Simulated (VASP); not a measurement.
Runs of VASP 6.6.1 on AlNi. The structure is that of space group P4/mmm (No. 123), or close to it. The cells are those of the table. 

| cell | further INCAR settings | gap on the mesh (eV) | pressure (GPa) |
| --- | --- | --- | --- |
| a = 2.567, b = 2.567, c = 3.629 Å, 2 atoms | ALGO = Fast; EDIFF = 1e-06; NBANDS = 14 | none | (b) |
| a = 3.326, b = 3.326, c = 2.162 Å, 2 atoms | ALGO = Fast; EDIFF = 1e-06; NBANDS = 14 | none | 23.2 |
| a = 2.640, b = 2.640, c = 3.432 Å, 2 atoms | ALGO = Fast; EDIFF = 1e-07; NBANDS = 14 | none | (c) |
| a = 2.517, b = 2.517, c = 3.775 Å, 2 atoms | ALGO = Fast; EDIFF = 1e-07; NBANDS = 14 | none | 0.5 |
| a = 3.234, b = 3.234, c = 2.286 Å, 2 atoms | ALGO = Fast; EDIFF = 1e-06; NBANDS = 14 | none | 11.9 |
| a = 2.711, b = 2.711, c = 3.253 Å, 2 atoms | ALGO = Fast; EDIFF = 1e-06; NBANDS = 14 | none | -1.9 |
| a = 3.130, b = 3.130, c = 2.441 Å, 2 atoms | ALGO = Fast; EDIFF = 1e-07; NBANDS = 14 | none | (a) |
| a = 2.791, b = 2.791, c = 3.070 Å, 2 atoms | ALGO = Fast; EDIFF = 1e-07; NBANDS = 14 | none | -2.8 |

Alike in all rows: task single point; level PBEsol; potentials or basis VASP PAW PBE potentials, release 64 (Al, Ni); no spin polarisation; k mesh 18 × 18 × 18; cutoff (eV) 520; smearing gaussian 0.15 eV.

**Question.** Fill in the values left out.

**Answer.** (a) 3.0; (b) -0.2; (c) -1.3.

Caveats: the PAW data sets were made with another functional, which shifts forces and pressure a little; the cell stands under pressure (at least some runs).

A gap of «none» marks levels without a gap at the run's occupations.
